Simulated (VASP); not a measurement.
**ZrB: single point with PBE+D3(BJ)**

Crystal: ZrB.

```
CELL_PARAMETERS angstrom
0.00000 2.44666 2.44666
2.44666 0.00000 2.44666
2.44666 2.44666 0.00000
ATOMIC_POSITIONS crystal
Zr 0.50000 0.50000 0.50000
B 0.00000 0.00000 0.00000
```

This cell differs from its parent crystal: volume scaled by 1.02.

| Property | Result |
| --- | --- |
| Program | VASP 6.6.1 |
| Task | single point |
| Functional | PBE |
| Dispersion | D3(BJ) |
| Potentials or basis | VASP PAW PBE potentials, release 64 (Zr_sv, B) |
| Cutoff | 500 eV |
| k mesh | 8 × 8 × 8 |
| Occupations | gaussian, width 0.05 eV |
| Spin | no spin polarisation |

```yaml
Pressure: -3.1 GPa
Dispersion_energy_per_atom: -0.384 eV
```

Levels at points of the mesh, in eV from the Fermi level:
| k point | band 6 | band 7 | band 8 | band 9 | band 10 | band 11 |
| --- | --- | --- | --- | --- | --- | --- |
| (0.00, 0.00, 0.00) | 1.72 | 1.72 | 1.72 | 3.13 | 3.13 | 3.42 |
| (0.50, 0.00, 0.00) | -3.84 | -1.19 | -1.19 | 4.82 | 4.82 | 6.10 |
| (0.50, 0.50, 0.00) | -0.81 | -0.80 | 2.04 | 2.04 | 4.56 | 5.74 |

Run time: 11 s on 1 thread of Intel(R) Xeon(R) Platinum 8488C (Sapphire Rapids) (shared host), peak memory 0.16 GiB.

Caveat: pairwise dispersion overbinds metals, which lowers pressure and volume.
